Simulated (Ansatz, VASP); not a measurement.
# Cu in VASP and in Ansatz

```xyz
8
Lattice="3.6150 0.0000 3.6150 0.0000 -3.6150 3.6150 3.6150 -3.6150 0.0000" Properties=species:S:1:pos:R:3 pbc="T T T"
Cu    1.8075   -1.8075    0.0000
Cu    1.8075   -3.6150    1.8075
Cu    3.6150   -1.8075    1.8075
Cu    3.6150   -3.6150    3.6150
Cu    0.0000    0.0000    0.0000
Cu    0.0000   -1.8075    1.8075
Cu    1.8075    0.0000    1.8075
Cu    1.8075   -1.8075    3.6150
```

Alike in both runs: task single point; functional PBEsol; k mesh 12 × 12 × 12; occupations gaussian, width 0.15 eV; no spin polarisation.

```csv
,VASP,Ansatz
version,VASP 6.6.1,Ansatz 0.2.0
potentials or method,"VASP PAW PBE potentials, release 64 (Cu), cutoff 520 eV","scalar-relativistic, plane waves, PAW"
valence electrons in the cell,88,152
```

```csv
,VASP,Ansatz,Ansatz less VASP
gap on the k mesh at the Fermi level (eV),none,none,-
pressure (GPa),-5.8,-6.5,-0.62
```

VASP's potentials were made for PBE, not for PBEsol. A gap of «none» marks a metal or a gap that the smearing closes. VASP's potentials hold 88 valence electrons a cell and Ansatz's 152, so a difference there can come from the potentials and not from the codes.
